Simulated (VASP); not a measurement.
A run of VASP 6.6.1 is set up as follows.

INCAR

```
SYSTEM = Hf
ALGO     = Normal         ! electronic algorithm
EDIFF    = 1E-6           ! SCF threshold, eV
ENCUT    = 520            ! plane-wave cutoff, eV
GGA      = PS             ! functional
ISIF     = 2              ! what is computed and relaxed
ISMEAR   = -1             ! smearing method
LASPH    = .TRUE.         ! aspherical terms in the spheres
LCHARG   = .TRUE.         ! write CHGCAR
LELF     = .TRUE.         ! ELF
LREAL    = .FALSE.        ! projectors in reciprocal space
LVHAR    = .TRUE.       
LWAVE    = .FALSE.        ! write WAVECAR
NBANDS   = 17             ! bands
NELM     = 80             ! most SCF steps
PREC     = Accurate       ! precision mode
SIGMA    = 0.1            ! smearing width, eV
```

File KPOINTS:

```
k-points
0
G
  20 20 19
  0 0 0
```

File POSCAR:

```
Hf
1.0
   -3.6285469083      3.6270399438      1.5405190862
    3.6270399438     -3.6285469083      1.5405190862
    1.9197145059      1.9197145059     -1.5432790944
Hf
2
Direct
    0.9999140881      0.0000859119      0.0000000000
    0.7500859119      0.2499140881      0.5000000000
```

Potentials or basis: VASP PAW PBE potentials, release 64 (Hf_pv).

Command:

```sh
$ cat potpaw_PBE.64/Hf_pv/POTCAR > POTCAR
$ mpirun -np 1 vasp_std > vasp.out
```

**Question.** Estimate the pressure.

**Answer.** -0.3 GPa.

**Question.** Predict the band gap on the k mesh.

**Answer.** Zero (bands 10 and 11 overlap by 1.69 eV).

Forces on the atoms (eV/Å):
```
Hf  -0.002  0.002  0.000
Hf   0.002 -0.002  0.000
```

Caveat: the PAW data sets were made with another functional, which shifts forces and pressure a little; spin-orbit coupling is left out, which moves the levels of the heavy elements.
